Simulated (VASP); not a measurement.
# MgSc3 (Fm-3m) in VASP: a series of runs

Runs on MgSc3. Level: LDA. Tasks: single point, relaxation of cell and atoms.

All numbers are computed with VASP 6.6.1; they aren't measurements. Logs are shortened: lines on timing, memory, paths and dates and some standing lists are left out, and cuts for length are marked.

### Step 1. The cell of the first run

It takes space group Fm-3m (No. 225, cubic). Conventional cell: a = 7.077 Å, b = 7.077 Å, c = 7.077 Å, α = 90.00°, β = 90.00°, γ = 90.00°. Mg (site symmetry m-3m) has 14 Sc at 3.06 to 3.54 Å within 4.0 Å. Sc (site symmetry m-3m) has 8 Sc at 3.06 Å and 6 Mg at 3.54 Å within 4.0 Å. Sc (site symmetry -43m) has 4 Mg at 3.06 Å and 10 Sc at 3.06 to 3.54 Å within 4.0 Å.

### Step 2. Single point, LDA

INCAR reads:

```
PREC = Accurate
ENCUT = 600
EDIFF = 1E-6
ISMEAR = -1
SIGMA = 0.1
LREAL = F
LASPH = T
NELM = 120
ALGO = Normal
ISIF = 2
LWAVE = F
LCHARG = F
NBANDS = 26
GGA_COMPAT = F
```

KPOINTS reads:

```
Automatic mesh
0
Gamma
  5 5 5
```

POSCAR reads:

```
MgSc3
1.0
    0.0000000000      3.5386074381      3.5386074381
    3.5386074381      0.0000000000      3.5386074381
    3.5386074381      3.5386074381      0.0000000000
Mg Sc
1 3
Direct
    0.0000000000      0.0000000000      0.0000000000
    0.5000000000      0.5000000000      0.5000000000
    0.2500000000      0.2500000000      0.2500000000
    0.7500000000      0.7500000000      0.7500000000
```

Potentials or basis: VASP PAW LDA potentials, release 64 (Mg, Sc_sv).

Started as:

```console
$ cat potpaw_LDA.64/Mg/POTCAR potpaw_LDA.64/Sc_sv/POTCAR > POTCAR
$ mpirun -np 1 vasp_std > vasp.out
```

OUTCAR:

```text
PREC = Accurate
   ENCUT = 600
   EDIFF = 1E-6
   ISMEAR = -1
   LREAL = F
   LASPH = T
   NELM = 120
   ISIF = 2

 ion  position               nearest neighbor table
   1  0.000  0.000  0.000-   3 3.06   4 3.06   4 3.06   4 3.06   4 3.06   3 3.06   3 3.06   3 3.06
                             2 3.54   2 3.54   2 3.54   2 3.54   2 3.54   2 3.54
   2  0.500  0.500  0.500-   3 3.06   4 3.06   3 3.06   3 3.06   3 3.06   4 3.06   4 3.06   4 3.06
                             1 3.54   1 3.54   1 3.54   1 3.54   1 3.54   1 3.54
   3  0.250  0.250  0.250-   1 3.06   2 3.06   1 3.06   1 3.06   1 3.06   2 3.06   2 3.06   2 3.06

   4  0.750  0.750  0.750-   1 3.06   2 3.06   2 3.06   2 3.06   2 3.06   1 3.06   1 3.06   1 3.06

  LATTYP: Found a face centered cubic cell.
 ALAT       =     7.0772148762

  Lattice vectors:

 A1 = (   0.0000000000,   3.5386074381,   3.5386074381)
 A2 = (   3.5386074381,   0.0000000000,   3.5386074381)
 A3 = (   3.5386074381,   3.5386074381,   0.0000000000)

Analysis of symmetry for initial positions (statically):
=====================================================================
 Subroutine PRICEL returns:
 Original cell was already a primitive cell.

 Routine SETGRP: Setting up the symmetry group for a
 face centered cubic supercell.

 Subroutine GETGRP returns: Found 48 space group operations
 (whereof 48 operations were pure point group operations)
 out of a pool of 48 trial point group operations.

The static configuration has the point symmetry O_h .

Analysis of symmetry for dynamics (positions and initial velocities):
=====================================================================
 Subroutine PRICEL returns:
 Original cell was already a primitive cell.

 Routine SETGRP: Setting up the symmetry group for a
 face centered cubic supercell.

 Subroutine GETGRP returns: Found 48 space group operations
 (whereof 48 operations were pure point group operations)
 out of a pool of 48 trial point group operations.

The dynamic configuration has the point symmetry O_h .

 Subroutine INISYM returns: Found 48 space group operations
 (whereof 48 operations are pure point group operations),
 and found     1 'primitive' translations

----------------------------------------------------------------------------------------

                                     Primitive cell

  volume of cell :      88.6191

  direct lattice vectors                    reciprocal lattice vectors
     0.000000000  3.538607438  3.538607438    -0.141298522  0.141298522  0.141298522
     3.538607438  0.000000000  3.538607438     0.141298522 -0.141298522  0.141298522
     3.538607438  3.538607438  0.000000000     0.141298522  0.141298522 -0.141298522

  length of vectors
     5.004346631  5.004346631  5.004346631     0.244736219  0.244736219  0.244736219

  position of ions in fractional coordinates (direct lattice)
     0.000000000  0.000000000  0.000000000
     0.500000000  0.500000000  0.500000000
     0.250000000  0.250000000  0.250000000
     0.750000000  0.750000000  0.750000000

  ion indices of the primitive-cell ions
   primitive index   ion index
                 1           1
                 2           2
                 3           3
                 4           4

----------------------------------------------------------------------------------------

 KPOINTS: Automatic mesh

Automatic generation of k-mesh.
 Grid dimensions read from file:
 generate k-points for:    5    5    5

 Generating k-lattice:

  Cartesian coordinates                     Fractional coordinates (reciprocal lattice)
    -0.028259704  0.028259704  0.028259704     0.200000000  0.000000000  0.000000000
     0.028259704 -0.028259704  0.028259704     0.000000000  0.200000000  0.000000000
     0.028259704  0.028259704 -0.028259704     0.000000000  0.000000000  0.200000000

  Length of vectors
     0.048947244  0.048947244  0.048947244

  Shift w.r.t. Gamma in fractional coordinates (k-lattice)
     0.000000000  0.000000000  0.000000000

 Subroutine IBZKPT returns following result:
 ===========================================

 Found     10 irreducible k-points:

 Following reciprocal coordinates:
            Coordinates               Weight
  0.000000  0.000000  0.000000      1.000000
  0.200000  0.000000  0.000000      8.000000
  0.400000  0.000000  0.000000      8.000000
  0.200000  0.200000  0.000000      6.000000
  0.400000  0.200000  0.000000     24.000000
 -0.400000  0.200000  0.000000     24.000000
 -0.200000  0.200000  0.000000     12.000000
  0.400000  0.400000  0.000000      6.000000
 -0.400000  0.400000  0.000000     12.000000
 -0.400000  0.400000  0.200000     24.000000
   k-points           NKPTS =     10   k-points in BZ     NKDIM =     10   number of bands    NBANDS=     26
   number of dos      NEDOS =    301   number of ions     NIONS =      4
   total plane-waves  NPLWV =  64000
   dimension x,y,z NGX =    40 NGY =   40 NGZ =   40
   dimension x,y,z NGXF=    80 NGYF=   80 NGZF=   80
   ions per type =               1   3
   NGX,Y,Z   is equivalent  to a cutoff of  13.29, 13.29, 13.29 a.u.
   NGXF,Y,Z  is equivalent  to a cutoff of  26.58, 26.58, 26.58 a.u.
 SYSTEM =  unknown system
   PREC   = accura    normal or accurate (medium, high low for compatibility)
   ISTART =      0    job   : 0-new  1-cont  2-samecut
   ICHARG =      2    charge: 1-file 2-atom 10-const
   ISPIN  =      1    spin polarized calculation?
   LNONCOLLINEAR =      F non collinear calculations
   LSORBIT =      F    spin-orbit coupling
   LASPH  =      T    aspherical Exc in radial PAW
   ENCUT  =  600.0 eV  44.10 Ry    6.64 a.u.   9.99  9.99  9.99*2*pi/ulx,y,z
   NELM   =    120;   NELMIN=  2; NELMDL= -5     # of ELM steps
   EDIFF  = 0.1E-05   stopping-criterion for ELM
   LREAL  =      F    real-space projection
   EDIFFG = 0.1E-04   stopping-criterion for IOM
   NSW    =      0    number of steps for IOM
   IBRION =     -1    ionic relax: 0-MD 1-quasi-New 2-CG
   NFREE  =      0    steps in history (QN), initial steepest desc. (CG)
   ISIF   =      2    stress and relaxation
   ISYM   =      2    0-nonsym 1-usesym 2-fastsym
   POTIM  = 0.5000    time-step for ionic-motion
   TEBEG  =    0.0;   TEEND  =   0.0 temperature during run
   PSTRESS=    0.0 pullay stress
   NELECT =      35.0000    total number of electrons
   NUPDOWN=      -1.0000    fix difference up-down
   EMIN   =  10.00;   EMAX   =-10.00  energy-range for DOS
   EFERMI =   0.00;   METHOD = LEGACY
   ISMEAR =    -1;   SIGMA  =   0.10  broadening in eV -4-tet -1-fermi 0-gaus
   EFERMI_NEDOS =   21; number of points for ismear=-14 and -15
   IALGO  =     38    algorithm
   IMIX   =      4    mixing-type and parameters
     AMIX     =   0.40;   BMIX     =  1.00
     AMIX_MAG =   1.60;   BMIX_MAG =  1.00
  volume/ion in A,a.u.               =      22.15       149.51
  Fermi-wavevector in a.u.,A,eV,Ry     =   1.201126  2.269798 19.629165  1.442703
  Thomas-Fermi vector in A             =   2.336943
   LORBIT       =      0    0 simple, 1 ext, 2 COOP (PROOUT), +10 PAW based schemes
   GGA     = CA    functional components
   LHFCALC =     F    Hartree Fock is set to
   AEXX    =    0.0000 exact exchange contribution
   IVDW    =     0    specifies the selected vdW correction
   LEPSILON=     F    determine dielectric tensor
   LRPA    =     F    only Hartree local field effects (RPA)
 non-spin polarized calculation
  energy-cutoff  :      600.00
  volume of cell :       88.62
 maximum number of plane-waves:      2964
   NGX = 19   NGY = 19   NGZ = 19

 number of electron      35.0000005 magnetization

 Free energy of the ion-electron system (eV)
  ---------------------------------------------------
  ext. energy  EPLUGINS =         0.00000000
  ---------------------------------------------------
  free energy    TOTEN  =       -21.92910381 eV

  energy without entropy =      -21.69770132  energy(sigma->0) =      -21.81340256

 E-fermi :   3.7684     XC(G=0): -10.1598

 val. band max:        3.7338954495   @ k =   0.4000   0.0000   0.0000
 cond. band min:       3.7739904555   @ k =   0.4000   0.2000   0.0000
 fundamental gap:      0.0400950060
 Fermi energy:         3.7684417467

 k-point     1 :       0.0000    0.0000    0.0000
  band No.  band energies     occupation
      1     -45.1224      2.00000
      2     -45.0402      2.00000
      3     -44.9952      2.00000
      4     -24.1794      2.00000
      5     -24.1794      2.00000
      6     -24.1794      2.00000
[... 18 lines left out ...]
     25       6.9031      0.00000
     26       6.9039      0.00000

 k-point     2 :       0.2000    0.0000    0.0000
  band No.  band energies     occupation
      1     -45.1125      2.00000
      2     -45.0424      2.00000
      3     -45.0030      2.00000
      4     -24.2034      2.00000
      5     -24.2009      2.00000
      6     -24.2009      2.00000
[... 18 lines left out ...]
     25       6.8395      0.00000
     26       6.8624      0.00000

 k-point     3 :       0.4000    0.0000    0.0000
  band No.  band energies     occupation
      1     -45.0904      2.00000
      2     -45.0493      2.00000
      3     -45.0182      2.00000
      4     -24.2256      2.00000
      5     -24.2256      2.00000
      6     -24.1996      2.00000
[... 18 lines left out ...]
     25       6.8419      0.00000
     26       6.8876      0.00000

 k-point     4 :       0.2000    0.2000    0.0000
  band No.  band energies     occupation
      1     -45.1090      2.00000
      2     -45.0429      2.00000
      3     -45.0061      2.00000
      4     -24.2287      2.00000
      5     -24.2287      2.00000
      6     -24.1689      2.00000
[... 18 lines left out ...]
     25       6.5027      0.00000
     26       7.0044      0.00000

 k-point     5 :       0.4000    0.2000    0.0000
  band No.  band energies     occupation
      1     -45.0896      2.00000
      2     -45.0470      2.00000
      3     -45.0213      2.00000
      4     -24.2517      2.00000
      5     -24.2448      2.00000
      6     -24.1774      2.00000
[... 18 lines left out ...]
     25       6.3796      0.00000
     26       6.9127      0.00000

 k-point     6 :      -0.4000    0.2000    0.0000
  band No.  band energies     occupation
      1     -45.0777      2.00000
      2     -45.0516      2.00000
      3     -45.0287      2.00000
      4     -24.2450      2.00000
      5     -24.2378      2.00000
      6     -24.1970      2.00000
[... 18 lines left out ...]
     25       6.4620      0.00000
     26       6.6597      0.00000

 k-point     7 :      -0.2000    0.2000    0.0000
  band No.  band energies     occupation
      1     -45.0978      2.00000
      2     -45.0456      2.00000
      3     -45.0146      2.00000
      4     -24.2213      2.00000
      5     -24.2205      2.00000
      6     -24.2150      2.00000
[... 18 lines left out ...]
     25       6.5212      0.00000
     26       6.8482      0.00000

 k-point     8 :       0.4000    0.4000    0.0000
  band No.  band energies     occupation
      1     -45.0751      2.00000
      2     -45.0472      2.00000
      3     -45.0357      2.00000
      4     -24.2796      2.00000
      5     -24.2796      2.00000
      6     -24.1333      2.00000
[... 18 lines left out ...]
     25       6.3422      0.00000
     26       6.8199      0.00000

 k-point     9 :      -0.4000    0.4000    0.0000
  band No.  band energies     occupation
      1     -45.0583      2.00000
      2     -45.0544      2.00000
      3     -45.0453      2.00000
      4     -24.2762      2.00000
      5     -24.2725      2.00000
      6     -24.1283      2.00000
[... 18 lines left out ...]
     25       5.9948      0.00000
     26       6.4853      0.00000

 k-point    10 :      -0.4000    0.4000    0.2000
  band No.  band energies     occupation
      1     -45.0699      2.00000
      2     -45.0500      2.00000
      3     -45.0382      2.00000
      4     -24.2807      2.00000
      5     -24.2281      2.00000
      6     -24.1849      2.00000
[... 18 lines left out ...]
     25       6.2243      0.00000
     26       6.6551      0.00000

------------------------ aborting loop because EDIFF is reached ----------------------------------------

  FORCE on cell =-STRESS in cart. coord.  units (eV):
  Direction    XX          YY          ZZ          XY          YZ          ZX
  --------------------------------------------------------------------------------------
  -------------------------------------------------------------------------------------
  Total       -0.0578422     -0.0578422     -0.0578422      0.0000000     -0.0000000      0.0000000
  in kB       -1.0457508     -1.0457508     -1.0457508      0.0000000     -0.0000000      0.0000000
  external PRESSURE =      -1.0457508 kB  Pullay stress =       0.0000000 kB

 VOLUME and BASIS-vectors are now :
 -----------------------------------------------------------------------------
  energy-cutoff  :      600.00
  volume of cell :       88.62
      direct lattice vectors                 reciprocal lattice vectors
     0.000000000  3.538607438  3.538607438    -0.141298522  0.141298522  0.141298522
     3.538607438  0.000000000  3.538607438     0.141298522 -0.141298522  0.141298522
     3.538607438  3.538607438  0.000000000     0.141298522  0.141298522 -0.141298522

 POSITION                                       TOTAL-FORCE (eV/Angst)
 -----------------------------------------------------------------------------------
      0.00000      0.00000      0.00000         0.000000      0.000000      0.000000
      3.53861      3.53861      3.53861         0.000000      0.000000     -0.000000
      1.76930      1.76930      1.76930         0.000000      0.000000     -0.000000
      5.30791      5.30791      5.30791        -0.000000     -0.000000      0.000000
 -----------------------------------------------------------------------------------
    total drift:                               -0.000000     -0.000000      0.000000

  FREE ENERGIE OF THE ION-ELECTRON SYSTEM (eV)
  ---------------------------------------------------
  free  energy   TOTEN  =       -21.9291038075 eV

  energy  without entropy=      -21.6977013189  energy(sigma->0) =      -21.81340256
```

It took 17 s on 1 thread of Intel Xeon 6975P-C (Granite Rapids), shared host; peak memory 0.2 GiB.

What came out:

```
Free energy            : -21.9291 eV
Pressure               : -0.1 GPa
Band gap on the k mesh : zero (an odd number of electrons rules out a gap without spin polarisation)
```

Levels at points of the mesh, in eV from the Fermi level:
| k point | band 14 | band 15 | band 16 | band 17 | band 18 | band 19 | band 20 | band 21 |
| --- | --- | --- | --- | --- | --- | --- | --- | --- |
| (0.00, 0.00, 0.00) | -0.91 | -0.91 | -0.69 | -0.69 | -0.69 | 0.33 | 0.33 | 0.33 |

### Step 3. Relaxation of cell and atoms, LDA

This run uses another cell than the first one, of 24.92 Å³/atom.

INCAR reads:

```
SYSTEM = MgSc3
  PREC = Accurate
  ENCUT = 600
  EDIFF = 1E-7
  ISMEAR = -1
  SIGMA = 0.1
  LREAL = .FALSE.
  LASPH = .TRUE.
  NELM = 120
  ALGO = Normal
  ISIF = 3
  LWAVE = .FALSE.
  LCHARG = .FALSE.
  GGA = CA
  IBRION = 2
  NSW = 80
  EDIFFG = -0.03
  GGA_COMPAT = .FALSE.
  NELMIN = 4
```

KPOINTS reads:

```
Automatic mesh
0
G
  5 5 5
  0 0 0
```

POSCAR reads:

```
MgSc3
1.0
    0.0000000000      3.6800000000      3.6800000000
    3.6800000000      0.0000000000      3.6800000000
    3.6800000000      3.6800000000      0.0000000000
Mg Sc
1 3
Direct
    0.0000000000      0.0000000000      0.0000000000
    0.5000000000      0.5000000000      0.5000000000
    0.2500000000      0.2500000000      0.2500000000
    0.7500000000      0.7500000000      0.7500000000
```

Potentials or basis: VASP PAW LDA potentials, release 64 (Mg, Sc_sv).

Started as:

```console
$ cat potpaw_LDA.64/Mg/POTCAR potpaw_LDA.64/Sc_sv/POTCAR > POTCAR
$ mpirun -np 1 vasp_std > vasp.out
```

Wall time 50 s (1 thread of Intel Xeon 6975P-C (Granite Rapids), shared host); peak memory 0.22 GiB.

It converged, with:

- Free energy: -21.9298 eV
- Relaxed volume: 22.12 Å³/atom
- Relaxed cell: a = 5.002 Å, b = 5.002 Å, c = 5.002 Å, α = 60.00°, β = 60.00°, γ = 60.00°
- Space group after relaxing (to 0.1 Å): Fm-3m (No. 225)
- Energy gained by relaxing: 52.1 meV/atom
- Ionic steps: 3
- Pressure after relaxing: 0.0 GPa
- Band gap on the k mesh: zero (an odd number of electrons rules out a gap without spin polarisation)

The path:
```tsv
step	energy change (eV)	largest force (eV/Å)	pressure (GPa)	volume (Å³)
1	0.0000	0.0000	-5.49	99.67
2	-0.2077	0.0000	0.42	87.86
3	-0.2085	0.0000	0.01	88.48
```

Final structure:
```yaml
crystal:
  lattice:
    - [0.00000, 3.53681, 3.53681]
    - [3.53681, 0.00000, 3.53681]
    - [3.53681, 3.53681, 0.00000]
  atoms:
    - { symbol: Mg, position: [0.00000, 0.00000, 0.00000] }
    - { symbol: Sc, position: [0.50000, 0.50000, 0.50000] }
    - { symbol: Sc, position: [0.25000, 0.25000, 0.25000] }
    - { symbol: Sc, position: [0.75000, 0.75000, 0.75000] }
```

Levels at points of the mesh, in eV from the Fermi level:
```
           k point  band 15  band 16  band 17  band 18  band 19  band 20
(0.00, 0.00, 0.00)    -0.91    -0.70    -0.70    -0.70     0.33     0.33
```
